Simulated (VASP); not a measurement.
# Al2Cu in VASP: notebook

Al2Cu is run at these levels: PBE; tasks: single point.

Everything below comes from runs of VASP 6.6.1. Logs are shortened: lines on timing, memory, paths and dates and some standing lists are left out, and cuts for length are marked.

## Step 1: The cell of the first run

It takes space group I4/mmm (No. 139, tetragonal). Conventional cell: a = 4.185 Å, b = 4.185 Å, c = 5.513 Å, α = 90.00°, β = 90.00°, γ = 90.00°. Al (site symmetry -4m2) has 4 Cu at 2.51 Å and 6 Al at 2.76 to 2.96 Å within 3.3 Å. Within 3.3 Å of Cu (site symmetry 4/mmm) lie 8 Al at 2.51 Å.

## Step 2: Single point, PBE

INCAR reads:

```
  PREC = Accurate
  ENCUT = 520
  EDIFF = 1E-7
  ISMEAR = 0
  SIGMA = 0.15
  LREAL = F
  LASPH = T
  NELM = 100
  ALGO = Fast
  ISIF = 2
  LWAVE = F
  LCHARG = F
  GGA = PE
  NBANDS = 16
```

KPOINTS reads:

```
regular mesh
0
Gamma
  14 14 14
```

POSCAR reads:

```
Al2Cu
1.0
   -2.0923419035      2.0923419035      2.7563729399
    2.0923419035     -2.0923419035      2.7563729399
    2.0923419035      2.0923419035     -2.7563729399
Al Cu
2 1
Direct
    0.7500000000      0.2500000000      0.5000000000
    0.2500000000      0.7500000000      0.5000000000
    0.5000000000      0.5000000000      0.0000000000
```

Potentials or basis: VASP PAW PBE potentials, release 64 (Al, Cu).

On the command line:

```bash
> cat potpaw_PBE.64/Al/POTCAR potpaw_PBE.64/Cu/POTCAR > POTCAR
> mpirun -np 1 vasp_std > vasp.out
```

OUTCAR:

```text
PREC = Accurate
   ENCUT = 520
   EDIFF = 1E-7
   ISMEAR = 0
   LREAL = F
   LASPH = T
   NELM = 100
   ISIF = 2
   GGA = PE

 ion  position               nearest neighbor table
   1  0.750  0.250  0.500-   3 2.51   3 2.51   3 2.51   3 2.51   2 2.76   2 2.76   2 2.96   2 2.96
                             2 2.96   2 2.96
   2  0.250  0.750  0.500-   3 2.51   3 2.51   3 2.51   3 2.51   1 2.76   1 2.76   1 2.96   1 2.96
                             1 2.96   1 2.96
   3  0.500  0.500  0.000-   1 2.51   2 2.51   1 2.51   2 2.51   2 2.51   1 2.51   2 2.51   1 2.51

  LATTYP: Found a body centered tetragonal cell.
 ALAT       =     4.1846838070
 C/A-ratio  =     1.3173625856

  Lattice vectors:

 A1 = (  -2.0923419035,   2.0923419035,   2.7563729399)
 A2 = (   2.0923419035,  -2.0923419035,   2.7563729399)
 A3 = (   2.0923419035,   2.0923419035,  -2.7563729399)

Analysis of symmetry for initial positions (statically):
=====================================================================
 Subroutine PRICEL returns:
 Original cell was already a primitive cell.

 Routine SETGRP: Setting up the symmetry group for a
 body centered tetragonal supercell.

 Subroutine GETGRP returns: Found 16 space group operations
 (whereof 16 operations were pure point group operations)
 out of a pool of 16 trial point group operations.

The static configuration has the point symmetry D_4h.

Analysis of symmetry for dynamics (positions and initial velocities):
=====================================================================
 Subroutine PRICEL returns:
 Original cell was already a primitive cell.

 Routine SETGRP: Setting up the symmetry group for a
 body centered tetragonal supercell.

 Subroutine GETGRP returns: Found 16 space group operations
 (whereof 16 operations were pure point group operations)
 out of a pool of 16 trial point group operations.

The dynamic configuration has the point symmetry D_4h.

 Subroutine INISYM returns: Found 16 space group operations
 (whereof 16 operations are pure point group operations),
 and found     1 'primitive' translations

----------------------------------------------------------------------------------------

                                     Primitive cell

  volume of cell :      48.2684

  direct lattice vectors                    reciprocal lattice vectors
    -2.092341903  2.092341903  2.756372940     0.000000000  0.238966681  0.181397805
     2.092341903 -2.092341903  2.756372940     0.238966681  0.000000000  0.181397805
     2.092341903  2.092341903 -2.756372940     0.238966681  0.238966681  0.000000000

  length of vectors
     4.043931387  4.043931387  4.043931387     0.300017063  0.300017063  0.337949921

  position of ions in fractional coordinates (direct lattice)
     0.750000000  0.250000000  0.500000000
     0.250000000  0.750000000  0.500000000
     0.500000000  0.500000000  0.000000000

  ion indices of the primitive-cell ions
   primitive index   ion index
                 1           1
                 2           2
                 3           3

----------------------------------------------------------------------------------------

 KPOINTS: regular mesh

Automatic generation of k-mesh.
 Grid dimensions read from file:
 generate k-points for:   14   14   14

 Generating k-lattice:

  Cartesian coordinates                     Fractional coordinates (reciprocal lattice)
     0.000000000  0.017069049  0.012956986     0.071428571  0.000000000  0.000000000
     0.017069049  0.000000000  0.012956986     0.000000000  0.071428571  0.000000000
     0.017069049  0.017069049  0.000000000     0.000000000  0.000000000  0.071428571

  Length of vectors
     0.021429790  0.021429790  0.024139280

  Shift w.r.t. Gamma in fractional coordinates (k-lattice)
     0.000000000  0.000000000  0.000000000

 Subroutine IBZKPT returns following result:
 ===========================================

 Found    244 irreducible k-points:

 Following reciprocal coordinates:
            Coordinates               Weight
  0.000000  0.000000  0.000000      1.000000
  0.071429  0.000000  0.000000      8.000000
  0.142857 -0.000000  0.000000      8.000000
  0.214286  0.000000 -0.000000      8.000000
  0.285714 -0.000000  0.000000      8.000000
  0.357143 -0.000000  0.000000      8.000000
[... 16 lines left out ...]
  0.214286  0.142857  0.000000     16.000000
  0.285714  0.142857  0.000000     16.000000
 [... further k-points ...]
   k-points           NKPTS =    244   k-points in BZ     NKDIM =    244   number of bands    NBANDS=     16
   number of dos      NEDOS =    301   number of ions     NIONS =      3
   total plane-waves  NPLWV =  27000
   dimension x,y,z NGX =    30 NGY =   30 NGZ =   30
   dimension x,y,z NGXF=    60 NGYF=   60 NGZF=   60
   ions per type =               2   1
   NGX,Y,Z   is equivalent  to a cutoff of  12.33, 12.33, 12.33 a.u.
   NGXF,Y,Z  is equivalent  to a cutoff of  24.67, 24.67, 24.67 a.u.
 SYSTEM =  unknown system
   PREC   = accura    normal or accurate (medium, high low for compatibility)
   ISTART =      0    job   : 0-new  1-cont  2-samecut
   ICHARG =      2    charge: 1-file 2-atom 10-const
   ISPIN  =      1    spin polarized calculation?
   LNONCOLLINEAR =      F non collinear calculations
   LSORBIT =      F    spin-orbit coupling
   LASPH  =      T    aspherical Exc in radial PAW
   ENCUT  =  520.0 eV  38.22 Ry    6.18 a.u.   7.52  7.52  7.52*2*pi/ulx,y,z
   NELM   =    100;   NELMIN=  2; NELMDL= -5     # of ELM steps
   EDIFF  = 0.1E-06   stopping-criterion for ELM
   LREAL  =      F    real-space projection
   EDIFFG = 0.1E-05   stopping-criterion for IOM
   NSW    =      0    number of steps for IOM
   IBRION =     -1    ionic relax: 0-MD 1-quasi-New 2-CG
   NFREE  =      0    steps in history (QN), initial steepest desc. (CG)
   ISIF   =      2    stress and relaxation
   ISYM   =      2    0-nonsym 1-usesym 2-fastsym
   POTIM  = 0.5000    time-step for ionic-motion
   TEBEG  =    0.0;   TEEND  =   0.0 temperature during run
   PSTRESS=    0.0 pullay stress
   NELECT =      17.0000    total number of electrons
   NUPDOWN=      -1.0000    fix difference up-down
   EMIN   =  10.00;   EMAX   =-10.00  energy-range for DOS
   EFERMI =   0.00;   METHOD = LEGACY
   ISMEAR =     0;   SIGMA  =   0.15  broadening in eV -4-tet -1-fermi 0-gaus
   EFERMI_NEDOS =   21; number of points for ismear=-14 and -15
   IALGO  =     68    algorithm
   IMIX   =      4    mixing-type and parameters
     AMIX     =   0.40;   BMIX     =  1.00
     AMIX_MAG =   1.60;   BMIX_MAG =  1.00
  volume/ion in A,a.u.               =      16.09       108.58
  Fermi-wavevector in a.u.,A,eV,Ry     =   1.156121  2.184752 18.185769  1.336616
  Thomas-Fermi vector in A             =   2.292744
   LORBIT       =      0    0 simple, 1 ext, 2 COOP (PROOUT), +10 PAW based schemes
   GGA     = PE    functional components
   LHFCALC =     F    Hartree Fock is set to
   AEXX    =    0.0000 exact exchange contribution
   IVDW    =     0    specifies the selected vdW correction
   LEPSILON=     F    determine dielectric tensor
   LRPA    =     F    only Hartree local field effects (RPA)
 non-spin polarized calculation
 RMM-DIIS sequential band-by-band and
 Gauss-broadening in eV      SIGMA  =   0.15
  energy-cutoff  :      520.00
  volume of cell :       48.27
 maximum number of plane-waves:      1317
   NGX = 15   NGY = 15   NGZ = 15

 number of electron      17.0000001 magnetization

 Free energy of the ion-electron system (eV)
  ---------------------------------------------------
  ext. energy  EPLUGINS =         0.00000000
  ---------------------------------------------------
  free energy    TOTEN  =       -11.70224916 eV

  energy without entropy =      -11.69156589  energy(sigma->0) =      -11.69690752

 E-fermi :   6.9075     XC(G=0): -10.4123

 val. band max:        6.9028141382   @ k =   0.3571   0.2143   0.0000
 cond. band min:       6.9079249207   @ k =   0.4286   0.0714   0.0714
 fundamental gap:      0.0051107825
 Fermi energy:         6.9074552537

 k-point     1 :       0.0000    0.0000    0.0000
  band No.  band energies     occupation
      1      -3.2218      2.00000
      2       2.3816      2.00000
      3       2.4509      2.00000
      4       2.4509      2.00000
      5       2.9159      2.00000
      6       3.0250      2.00000
[... 8 lines left out ...]
     15      13.0869      0.00000
     16      13.9281      0.00000

 k-point     2 :       0.0714    0.0000    0.0000
  band No.  band energies     occupation
      1      -3.1539      2.00000
      2       2.3746      2.00000
      3       2.4460      2.00000
      4       2.4605      2.00000
      5       2.9141      2.00000
      6       3.0215      2.00000
[... 8 lines left out ...]
     15      12.7969      0.00000
     16      14.1722      0.00000

 k-point     3 :       0.1429   -0.0000    0.0000
  band No.  band energies     occupation
      1      -2.9511      2.00000
      2       2.3199      2.00000
      3       2.4610      2.00000
      4       2.4855      2.00000
      5       2.9122      2.00000
      6       3.0128      2.00000
[... 8 lines left out ...]
     15      12.9860      0.00000
     16      13.7688      0.00000

 k-point     4 :       0.2143    0.0000   -0.0000
  band No.  band energies     occupation
      1      -2.6158      2.00000
      2       2.1972      2.00000
      3       2.4991      2.00000
      4       2.5153      2.00000
      5       2.9192      2.00000
      6       3.0047      2.00000
[... 8 lines left out ...]
     15      13.2287      0.00000
     16      14.0744      0.00000
[... 324 lines left out ...]
 k-point    22 :       0.1429    0.1429    0.0000
  band No.  band energies     occupation
      1      -2.4865      2.00000
      2       2.1531      2.00000
      3       2.5114      2.00000
      4       2.5299      2.00000
      5       2.9180      2.00000
      6       3.0080      2.00000
[... 8 lines left out ...]
     15      13.5477      0.00000
     16      15.4596      0.00000

 k-point    23 :       0.2143    0.1429    0.0000
  band No.  band energies     occupation
      1      -2.0594      2.00000
      2       1.9957      2.00000
      3       2.5134      2.00000
      4       2.5781      2.00000
      5       2.9188      2.00000
      6       3.0257      2.00000
[... 8 lines left out ...]
     15      13.6466      0.00000
     16      16.3910      0.00000

 k-point    24 :       0.2857    0.1429    0.0000
  band No.  band energies     occupation
      1      -1.5131      2.00000
      2       1.7158      2.00000
      3       2.5033      2.00000
      4       2.6171      2.00000
      5       2.9335      2.00000
      6       3.0501      2.00000
[... 8 lines left out ...]
     15      14.2345      0.00000
     16      17.4082      0.00000

 [... further k-points ...]

------------------------ aborting loop because EDIFF is reached ----------------------------------------

  FORCE on cell =-STRESS in cart. coord.  units (eV):
  Direction    XX          YY          ZZ          XY          YZ          ZX
  --------------------------------------------------------------------------------------
  -------------------------------------------------------------------------------------
  Total       -0.4881911     -0.4881911      1.7059368      0.0000000      0.0000000      0.0000000
  in kB      -16.2045568    -16.2045568     56.6252663      0.0000000      0.0000000      0.0000000
  external PRESSURE =       8.0720509 kB  Pullay stress =       0.0000000 kB

 VOLUME and BASIS-vectors are now :
 -----------------------------------------------------------------------------
  energy-cutoff  :      520.00
  volume of cell :       48.27
      direct lattice vectors                 reciprocal lattice vectors
    -2.092341903  2.092341903  2.756372940     0.000000000  0.238966681  0.181397805
     2.092341903 -2.092341903  2.756372940     0.238966681  0.000000000  0.181397805
     2.092341903  2.092341903 -2.756372940     0.238966681  0.238966681  0.000000000

 POSITION                                       TOTAL-FORCE (eV/Angst)
 -----------------------------------------------------------------------------------
     -0.00000      2.09234      1.37819         0.000000     -0.000000      0.000000
      2.09234     -0.00000      1.37819        -0.000000      0.000000      0.000000
      0.00000      0.00000      2.75637        -0.000000     -0.000000     -0.000000
 -----------------------------------------------------------------------------------
    total drift:                                0.000000     -0.000000      0.000000

  FREE ENERGIE OF THE ION-ELECTRON SYSTEM (eV)
  ---------------------------------------------------
  free  energy   TOTEN  =       -11.7022491631 eV

  energy  without entropy=      -11.6915658865  energy(sigma->0) =      -11.69690752
```

Run time: 2.2 min. Hardware: 1 thread of Intel Xeon 6975P-C (Granite Rapids), shared host; peak memory 0.29 GiB.

Results:

```yaml
Free_energy: -11.7022 eV
Pressure: 0.8 GPa
Band_gap_on_the_k_mesh: zero (an odd number of electrons rules out a gap without spin polarisation)
```

Levels at points of the mesh, in eV from the Fermi level:
| k point | band 5 | band 6 | band 7 | band 8 | band 9 | band 10 | band 11 | band 12 | band 13 | band 14 |
| --- | --- | --- | --- | --- | --- | --- | --- | --- | --- | --- |
| (0.00, 0.00, 0.00) | -3.99 | -3.88 | 2.35 | 2.77 | 2.77 | 3.14 | 3.14 | 3.28 | 4.10 | 6.18 |
| (0.50, 0.00, 0.00) | -3.94 | -3.87 | -3.82 | 0.33 | 0.87 | 2.68 | 2.70 | 4.12 | 4.45 | 9.19 |
| (0.50, 0.50, 0.00) | -3.95 | -3.82 | -3.69 | -2.04 | -1.52 | 0.57 | 1.72 | 8.80 | 9.45 | 10.32 |
| (0.50, 0.50, 0.50) | -3.97 | -3.80 | -3.53 | -2.24 | -2.24 | -0.27 | 1.28 | 9.04 | 10.25 | 10.25 |

Caveat: the cell differs from its parent crystal (strain +e along x and -e along y +0.0000, strain +e along z and -e/2 along x and y -0.0467).

(Part 1 of 2 ends here.)
